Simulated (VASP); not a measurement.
BP (rocksalt type), 2 atoms in the cell. It takes space group Fm-3m (No. 225, cubic). The conventional cell has a = 4.320 Å, b = 4.320 Å, c = 4.320 Å, α = 90.00°, β = 90.00°, γ = 90.00°. B (site symmetry m-3m) has 6 P at 2.16 Å within 2.9 Å. Within 2.9 Å of P (site symmetry m-3m) lie 6 B at 2.16 Å. 

* Program: VASP 6.6.1
* Task: electric field gradients
* Functional: PBE
* Potentials or basis: VASP PAW PBE potentials, release 64 (B, P)
* Cutoff: 520 eV
* k mesh: 16 × 16 × 16
* Occupations: fermi-dirac, width 0.05 eV
* Spin: no spin polarisation
* Dipole correction: no
* Further INCAR settings: ALGO = Normal; EDIFF = 1e-08; NBANDS = 11

Potentials or basis: VASP PAW PBE potentials, release 64 (B, P).

Run with:

```bash
$ cat potpaw_PBE.64/B/POTCAR potpaw_PBE.64/P/POTCAR > POTCAR
$ mpirun -np 1 vasp_std > vasp.out
```

Hardware: 1 thread of AMD EPYC 7R13 Processor (Zen 3), with other jobs on the host.

Task: How long does it take, and how much memory?

Result: Run time: 25 s on 1 thread of AMD EPYC 7R13 Processor (Zen 3), on a shared host, peak memory 0.12 GiB. Counts: scf iterations 13, k points 145.
